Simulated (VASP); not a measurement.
# NdHf (I4/mmm) in VASP: relaxation of cell and atoms with PBE

Aim: the relaxation of cell and atoms of NdHf with PBE.

Everything below comes from runs of VASP 6.6.1. Logs are shortened: lines on timing, memory, paths and dates and some standing lists are left out, and cuts for length are marked.

## Step 1: The cell of the first run

It takes space group I4/mmm (No. 139, tetragonal). Conventional cell: a = 4.296 Å, b = 4.296 Å, c = 6.096 Å, α = 90.00°, β = 90.00°, γ = 90.00°. Within 4.0 Å of Nd (site symmetry 4/mmm) lie 6 Hf at 3.04 to 3.05 Å. Hf (site symmetry 4/mmm) has 6 Nd at 3.04 to 3.05 Å within 4.0 Å.

The cell was generated, and may not be a known phase.

## Step 2: Relaxation of cell and atoms, PBE

Input file INCAR:

```
SYSTEM = NdHf
PREC = Accurate
ENCUT = 500
EDIFF = 1E-7
ISMEAR = 0
SIGMA = 0.2
LREAL = .False.
LASPH = .True.
NELM = 200
ALGO = Normal
ISIF = 3
LWAVE = .False.
LCHARG = .False.
GGA = PE
IBRION = 2
NSW = 36
EDIFFG = -0.08
GGA_COMPAT = .False.
NELMIN = 4
LMAXMIX = 6
```

Input file KPOINTS:

```
Automatic mesh
0
Gamma
  6 6 6
  0 0 0
```

Input file POSCAR:

```
NdHf
1.0
   -2.1482097100      2.1482097100      3.0480291600
    2.1482097100     -2.1482097100      3.0480291600
    2.1482097100      2.1482097100     -3.0480291600
Nd Hf
1 1
Direct
    0.5000000000      0.5000000000      0.0000000000
    0.0000000000      0.0000000000      0.0000000000
```

Potentials or basis: VASP PAW PBE potentials, release 64 (Nd_3, Hf_pv), 4f in core.

Command:

```
$ cat potpaw_PBE.64/Nd_3/POTCAR potpaw_PBE.64/Hf_pv/POTCAR > POTCAR
$ mpirun -np 1 vasp_std > vasp.out
```

OUTCAR:

```text
SYSTEM = NdHf
   PREC = Accurate
   ENCUT = 500
   EDIFF = 1E-7
   ISMEAR = 0
   LREAL = .False.
   LASPH = .True.
   NELM = 200
   ISIF = 3
   GGA = PE
   IBRION = 2
   NSW = 36
   EDIFFG = -0.08
   NELMIN = 4

 ion  position               nearest neighbor table
   1  0.500  0.500  0.000-   2 3.04   2 3.04   2 3.04   2 3.04   2 3.05   2 3.05
   2  0.000  0.000  0.000-   1 3.04   1 3.04   1 3.04   1 3.04   1 3.05   1 3.05

  LATTYP: Found a body centered tetragonal cell.
 ALAT       =     4.2964194200
 C/A-ratio  =     1.4188694641

  Lattice vectors:

 A1 = (  -2.1482097100,   2.1482097100,   3.0480291600)
 A2 = (   2.1482097100,  -2.1482097100,   3.0480291600)
 A3 = (   2.1482097100,   2.1482097100,  -3.0480291600)

Analysis of symmetry for initial positions (statically):
=====================================================================
 Subroutine PRICEL returns:
 Original cell was already a primitive cell.

 Routine SETGRP: Setting up the symmetry group for a
 body centered tetragonal supercell.

 Subroutine GETGRP returns: Found 16 space group operations
 (whereof 16 operations were pure point group operations)
 out of a pool of 16 trial point group operations.

The static configuration has the point symmetry D_4h.

Analysis of symmetry for dynamics (positions and initial velocities):
=====================================================================
 Subroutine PRICEL returns:
 Original cell was already a primitive cell.

 Routine SETGRP: Setting up the symmetry group for a
 body centered tetragonal supercell.

 Subroutine GETGRP returns: Found 16 space group operations
 (whereof 16 operations were pure point group operations)
 out of a pool of 16 trial point group operations.

The dynamic configuration has the point symmetry D_4h.

 Subroutine INISYM returns: Found 16 space group operations
 (whereof 16 operations are pure point group operations),
 and found     1 'primitive' translations

----------------------------------------------------------------------------------------

                                     Primitive cell

  volume of cell :      56.2642

  direct lattice vectors                    reciprocal lattice vectors
    -2.148209710  2.148209710  3.048029160     0.000000000  0.232751950  0.164040425
     2.148209710 -2.148209710  3.048029160     0.232751950  0.000000000  0.164040425
     2.148209710  2.148209710 -3.048029160     0.232751950  0.232751950  0.000000000

  length of vectors
     4.303497610  4.303497610  4.303497610     0.284750297  0.284750297  0.329160965

  position of ions in fractional coordinates (direct lattice)
     0.500000000  0.500000000  0.000000000
     0.000000000  0.000000000  0.000000000

  ion indices of the primitive-cell ions
   primitive index   ion index
                 1           1
                 2           2

----------------------------------------------------------------------------------------

 KPOINTS: Automatic mesh

Automatic generation of k-mesh.
 Grid dimensions read from file:
 generate k-points for:    6    6    6

 Generating k-lattice:

  Cartesian coordinates                     Fractional coordinates (reciprocal lattice)
     0.000000000  0.038791992  0.027340071     0.166666667  0.000000000  0.000000000
     0.038791992  0.000000000  0.027340071     0.000000000  0.166666667  0.000000000
     0.038791992  0.038791992  0.000000000     0.000000000  0.000000000  0.166666667

  Length of vectors
     0.047458383  0.047458383  0.054860161

  Shift w.r.t. Gamma in fractional coordinates (k-lattice)
     0.000000000  0.000000000  0.000000000

 Subroutine IBZKPT returns following result:
 ===========================================

 Found     30 irreducible k-points:

 Following reciprocal coordinates:
            Coordinates               Weight
  0.000000  0.000000  0.000000      1.000000
  0.166667 -0.000000  0.000000      8.000000
  0.333333 -0.000000  0.000000      8.000000
  0.500000  0.000000  0.000000      4.000000
  0.166667  0.166667  0.000000      8.000000
  0.333333  0.166667  0.000000     16.000000
[... 16 lines left out ...]
 -0.333333 -0.333333  0.166667      8.000000
 -0.166667 -0.333333  0.166667      8.000000
 [... further k-points ...]
   k-points           NKPTS =     30   k-points in BZ     NKDIM =     30   number of bands    NBANDS=     14
   number of dos      NEDOS =    301   number of ions     NIONS =      2
   total plane-waves  NPLWV =  32768
   dimension x,y,z NGX =    32 NGY =   32 NGZ =   32
   dimension x,y,z NGXF=    64 NGYF=   64 NGZF=   64
   ions per type =               1   1
   NGX,Y,Z   is equivalent  to a cutoff of  12.36, 12.36, 12.36 a.u.
   NGXF,Y,Z  is equivalent  to a cutoff of  24.72, 24.72, 24.72 a.u.
 SYSTEM =  NdHf
   PREC   = accura    normal or accurate (medium, high low for compatibility)
   ISTART =      0    job   : 0-new  1-cont  2-samecut
   ICHARG =      2    charge: 1-file 2-atom 10-const
   ISPIN  =      1    spin polarized calculation?
   LNONCOLLINEAR =      F non collinear calculations
   LSORBIT =      F    spin-orbit coupling
   LASPH  =      T    aspherical Exc in radial PAW
   ENCUT  =  500.0 eV  36.75 Ry    6.06 a.u.   7.85  7.85  7.85*2*pi/ulx,y,z
   NELM   =    200;   NELMIN=  4; NELMDL= -5     # of ELM steps
   EDIFF  = 0.1E-06   stopping-criterion for ELM
   LREAL  =      F    real-space projection
   EDIFFG = -.8E-01   stopping-criterion for IOM
   NSW    =     36    number of steps for IOM
   IBRION =      2    ionic relax: 0-MD 1-quasi-New 2-CG
   NFREE  =      1    steps in history (QN), initial steepest desc. (CG)
   ISIF   =      3    stress and relaxation
   ISYM   =      2    0-nonsym 1-usesym 2-fastsym
   POTIM  = 0.5000    time-step for ionic-motion
   TEBEG  =    0.0;   TEEND  =   0.0 temperature during run
   PSTRESS=    0.0 pullay stress
   NELECT =      21.0000    total number of electrons
   NUPDOWN=      -1.0000    fix difference up-down
   EMIN   =  10.00;   EMAX   =-10.00  energy-range for DOS
   EFERMI =   0.00;   METHOD = LEGACY
   ISMEAR =     0;   SIGMA  =   0.20  broadening in eV -4-tet -1-fermi 0-gaus
   EFERMI_NEDOS =   21; number of points for ismear=-14 and -15
   IALGO  =     38    algorithm
   IMIX   =      4    mixing-type and parameters
     AMIX     =   0.40;   BMIX     =  1.00
     AMIX_MAG =   1.60;   BMIX_MAG =  1.00
  volume/ion in A,a.u.               =      28.13       189.84
  Fermi-wavevector in a.u.,A,eV,Ry     =   1.178701  2.227423 18.903075  1.389337
  Thomas-Fermi vector in A             =   2.315026
   LORBIT       =      0    0 simple, 1 ext, 2 COOP (PROOUT), +10 PAW based schemes
   GGA     = PE    functional components
   LHFCALC =     F    Hartree Fock is set to
   AEXX    =    0.0000 exact exchange contribution
   IVDW    =     0    specifies the selected vdW correction
   LEPSILON=     F    determine dielectric tensor
   LRPA    =     F    only Hartree local field effects (RPA)
 conjugate gradient relaxation of ions
 non-spin polarized calculation
 Gauss-broadening in eV      SIGMA  =   0.20
  energy-cutoff  :      500.00
  volume of cell :       56.26
 maximum number of plane-waves:      1450
   NGX = 15   NGY = 15   NGZ = 15

--------------------------------------- Ionic step        1  -------------------------------------------

 number of electron      21.0000001 magnetization

 Free energy of the ion-electron system (eV)
  ---------------------------------------------------
  ext. energy  EPLUGINS =         0.00000000
  ---------------------------------------------------
  free energy    TOTEN  =       -12.42238099 eV

  energy without entropy =      -12.33701521  energy(sigma->0) =      -12.37969810

------------------------ aborting loop because EDIFF is reached ----------------------------------------

  FORCE on cell =-STRESS in cart. coord.  units (eV):
  Direction    XX          YY          ZZ          XY          YZ          ZX
  --------------------------------------------------------------------------------------
  -------------------------------------------------------------------------------------
  Total        1.3624727      1.3624727      1.2439415      0.0000000     -0.0000000      0.0000000
  in kB       38.7976964     38.7976964     35.4224092      0.0000000     -0.0000000      0.0000000
  external PRESSURE =      37.6726006 kB  Pullay stress =       0.0000000 kB

 VOLUME and BASIS-vectors are now :
 -----------------------------------------------------------------------------
  energy-cutoff  :      500.00
  volume of cell :       56.26
      direct lattice vectors                 reciprocal lattice vectors
    -2.148209710  2.148209710  3.048029160     0.000000000  0.232751950  0.164040425
     2.148209710 -2.148209710  3.048029160     0.232751950  0.000000000  0.164040425
     2.148209710  2.148209710 -3.048029160     0.232751950  0.232751950  0.000000000

 POSITION                                       TOTAL-FORCE (eV/Angst)
 -----------------------------------------------------------------------------------
      0.00000      0.00000      3.04803         0.000000      0.000000      0.000000
      0.00000      0.00000      0.00000        -0.000000     -0.000000      0.000000
 -----------------------------------------------------------------------------------
    total drift:                               -0.000000      0.000000     -0.000000

  FREE ENERGIE OF THE ION-ELECTRON SYSTEM (eV)
  ---------------------------------------------------
  free  energy   TOTEN  =       -12.4223809865 eV

  energy  without entropy=      -12.3370152067  energy(sigma->0) =      -12.37969810

--------------------------------------- Ionic step        2  -------------------------------------------

 number of electron      20.9999997 magnetization

 E-fermi :   3.2662     XC(G=0):  -9.9647

 val. band max:        3.2297929644   @ k =   0.5000   0.1667   0.0000
 cond. band min:       3.2760816717   @ k =   0.5000   0.5000   0.0000
 fundamental gap:      0.0462887073
 Fermi energy:         3.2662001594

 k-point     1 :       0.0000    0.0000    0.0000
  band No.  band energies     occupation
      1     -33.9176      2.00000
      2     -27.9224      2.00000
      3     -27.9223      2.00000
      4     -27.9223      2.00000
      5     -15.0743      2.00000
      6     -15.0743      2.00000
      7     -15.0740      2.00000
      8      -1.6309      2.00000
      9       2.0974      2.00000
     10       2.0979      2.00000
     11       2.2125      2.00000
     12       2.2174      2.00000
     13       2.2174      2.00000
     14       9.1792      0.00000

 k-point     2 :       0.1667   -0.0000    0.0000
  band No.  band energies     occupation
      1     -33.9170      2.00000
      2     -27.9227      2.00000
      3     -27.9226      2.00000
      4     -27.9216      2.00000
      5     -15.1378      2.00000
      6     -15.0935      2.00000
      7     -15.0933      2.00000
      8      -1.1259      2.00000
      9       2.1622      2.00000
     10       2.4142      2.00000
[... 400 lines left out ...]
 POSITION                                       TOTAL-FORCE (eV/Angst)
 -----------------------------------------------------------------------------------
      0.00000      0.00000      3.13949         0.000000     -0.000000      0.000000
      2.21881      2.21881      3.13949        -0.000000      0.000000      0.000000
 -----------------------------------------------------------------------------------
    total drift:                               -0.000000     -0.000000      0.000000

  FREE ENERGIE OF THE ION-ELECTRON SYSTEM (eV)
  ---------------------------------------------------
  free  energy   TOTEN  =       -12.4702667801 eV

  energy  without entropy=      -12.3844259072  energy(sigma->0) =      -12.42734634

--------------------------------------- Ionic step        3  -------------------------------------------

 number of electron      20.9999998 magnetization

 Free energy of the ion-electron system (eV)
  ---------------------------------------------------
  ext. energy  EPLUGINS =         0.00000000
  ---------------------------------------------------
  free energy    TOTEN  =       -12.47267868 eV

  energy without entropy =      -12.38682078  energy(sigma->0) =      -12.42974973

 E-fermi :   3.3656     XC(G=0): -10.0380

 val. band max:        3.3299930051   @ k =   0.5000   0.1667   0.0000
 cond. band min:       3.3733311767   @ k =   0.3333  -0.0000   0.0000
 fundamental gap:      0.0433381717
 Fermi energy:         3.3655953761

 k-point     1 :       0.0000    0.0000    0.0000
  band No.  band energies     occupation
      1     -33.7846      2.00000
      2     -27.7998      2.00000
      3     -27.7997      2.00000
      4     -27.7997      2.00000
      5     -14.9446      2.00000
      6     -14.9446      2.00000
      7     -14.9439      2.00000
      8      -1.5573      2.00000
      9       2.1598      2.00000
     10       2.1608      2.00000
     11       2.2637      2.00000
     12       2.2737      2.00000
     13       2.2737      2.00000
     14       9.2821      0.00000

 k-point     2 :       0.1667   -0.0000    0.0000
  band No.  band energies     occupation
      1     -33.7840      2.00000
      2     -27.8001      2.00000
      3     -27.8000      2.00000
      4     -27.7988      2.00000
      5     -15.0126      2.00000
      6     -14.9654      2.00000
      7     -14.9649      2.00000
      8      -1.0413      2.00000
      9       2.2185      2.00000
     10       2.4852      2.00000
[... 400 lines left out ...]
 POSITION                                       TOTAL-FORCE (eV/Angst)
 -----------------------------------------------------------------------------------
      0.00000      0.00000      3.12240        -0.000000     -0.000000      0.000000
      0.00000      0.00000      0.00000         0.000000      0.000000      0.000000
 -----------------------------------------------------------------------------------
    total drift:                               -0.000000      0.000000     -0.000000

  FREE ENERGIE OF THE ION-ELECTRON SYSTEM (eV)
  ---------------------------------------------------
  free  energy   TOTEN  =       -12.4726786849 eV

  energy  without entropy=      -12.3868207759  energy(sigma->0) =      -12.42974973

 reached required accuracy - stopping structural energy minimisation
```

It took 51 s on 1 thread of AMD EPYC 7R13 (Zen 3), shared host; peak memory 0.17 GiB.

Results:

| Quantity | Value |
| --- | --- |
| Free energy | -12.4727 eV |
| Relaxed volume | 30.38 Å³/atom |
| Relaxed cell | a = 4.413 Å, b = 4.413 Å, c = 4.413 Å, α = 120.03°, β = 120.03°, γ = 89.94° |
| Space group after relaxing (to 0.1 Å) | Fm-3m (No. 225) |
| Energy gained by relaxing | 25.1 meV/atom |
| Ionic steps | 3 |
| Pressure after relaxing | 0.0 GPa |
| Band gap on the k mesh | zero (an odd number of electrons rules out a gap without spin polarisation) |

Stress tensor (GPa, compression positive):
```
 0.04  0.00  0.00
 0.00  0.04  0.00
 0.00  0.00 -0.05
```

Step by step:
| step | energy change (eV) | largest force (eV/Å) | pressure (GPa) | volume (Å³) |
| --- | --- | --- | --- | --- |
| 1 | 0.0000 | 0.0000 | 3.77 | 56.26 |
| 2 | -0.0479 | 0.0000 | -0.72 | 61.82 |
| 3 | -0.0503 | 0.0000 | 0.01 | 60.76 |

Final structure:
```
Nd Hf
1.0
    -2.20562    2.20562    3.12240
     2.20562   -2.20562    3.12240
     2.20562    2.20562   -3.12240
Nd Hf
1 1
Direct
  0.50000 0.50000 0.00000
  0.00000 0.00000 0.00000
```

Levels at points of the mesh, in eV from the Fermi level:
```tsv
k point	band 6	band 7	band 8	band 9	band 10	band 11	band 12	band 13	band 14
(0.00, 0.00, 0.00)	-18.31	-18.31	-4.92	-1.21	-1.20	-1.10	-1.09	-1.09	5.92
(0.50, 0.00, 0.00)	-18.39	-18.39	-1.64	-1.58	1.00	1.01	1.01	1.02	1.77
(0.50, 0.50, 0.00)	-18.37	-18.37	-2.55	-2.47	-0.41	0.02	0.82	2.27	2.28
(0.50, 0.50, 0.50)	-18.37	-18.37	-2.56	-2.47	-0.42	0.03	0.81	2.28	2.28
```

Caveat: spin-orbit coupling is left out, which moves the levels of the heavy elements; the 4f electrons are frozen in the core, so they carry no moment and show no levels. Spin polarisation is off, so any magnetic state and its effect on volume and gap are missing.

The gap in the log of VASP goes by the Fermi energy; the results here count the filled bands.